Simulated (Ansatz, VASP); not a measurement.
Given: the input of a run of Ansatz 0.2.0 on La2O3.

Contents of input.yaml:

```yaml
crystal:
  lattice:
    - [6.3896895259, 0.0, 0.0]
    - [-3.194844763, 5.5336334518, 0.0]
    - [0.0, 0.0, 3.3644837246]
  atoms:
    - { symbol: La, position: [0.6666666667, 0.3333333333, 0.5] }
    - { symbol: La, position: [0.3333333333, 0.6666666667, 0.5] }
    - { symbol: O, position: [0.50801399, 0.0, 0.0] }
    - { symbol: O, position: [0.0, 0.50801399, 0.0] }
    - { symbol: O, position: [0.49198601, 0.49198601, 0.0] }
kpoints:
  mp_grid: { grid: [5, 5, 8] }
scf:
  occupations: { method: fermi_dirac, width: 0.05 }
hamiltonian:
  xc: lda
  pseudopotentials: { kind: all_electron, lapw: { basis_error: 0.002 } }
output:
  forces: true
  stress: true
  eigenvalues: true
```

Potentials or basis: all-electron LAPW, scalar-relativistic.

Launch:

```bash
$ ansatz run input.yaml --threads 4 --pin off --max-ram 14336MiB --backend cpu --events-out ev --progress --plain --runs-dir out
```

**Question.** Set up the same calculation for VASP 6.6.1. Potentials there: VASP PAW LDA potentials, release 64 (La, O).

**Answer.** As run (the cutoff follows the program's own potentials):

The input INCAR:

```
PREC = Accurate
ENCUT = 520
EDIFF = 1E-7
ISMEAR = -1
SIGMA = 0.05
LREAL = False
LASPH = True
NELM = 60
ALGO = Normal
ISIF = 2
LWAVE = False
LCHARG = False
NBANDS = 28
```

Contents of KPOINTS:

```
Automatic mesh
0
Gamma
  5 5 8
```

The input POSCAR:

```
La2O3
1.0
    6.3896895259      0.0000000000      0.0000000000
   -3.1948447630      5.5336334518      0.0000000000
    0.0000000000      0.0000000000      3.3644837246
La O
2 3
Direct
    0.6666666667      0.3333333333      0.5000000000
    0.3333333333      0.6666666667      0.5000000000
    0.5080139900      0.0000000000      0.0000000000
    0.0000000000      0.5080139900      0.0000000000
    0.4919860100      0.4919860100      0.0000000000
```

Potentials or basis: VASP PAW LDA potentials, release 64 (La, O).

Run with:

```console
$ cat potpaw_LDA.64/La/POTCAR potpaw_LDA.64/O/POTCAR > POTCAR
$ mpirun -np 1 vasp_std > vasp.out
```

Both were run:

|  | VASP | Ansatz | Ansatz less VASP |
| --- | --- | --- | --- |
| gap on the k mesh at the Fermi level (eV) | 1.66 | 1.67 | +0.002 |
| least direct gap on the mesh (eV) | 2.02 | 2.02 | +0.003 |
| pressure (GPa) | -8.0 | -8.0 | +0.06 |
| traceless stress, the component that is largest in VASP (GPa) | -4.72 | -4.74 | -0.018 |
| rms of the force components (eV/Å) | 0.044 | 0.044 | +0.0001 |

LDA's correlation is that of Perdew and Zunger in VASP and of Perdew and Wang (1992) in Ansatz. Atom by atom the forces differ by 0.000 eV/Å (rms over components). Ansatz ran all-electron here, and VASP with PAW potentials.

Spin-orbit coupling is off throughout.
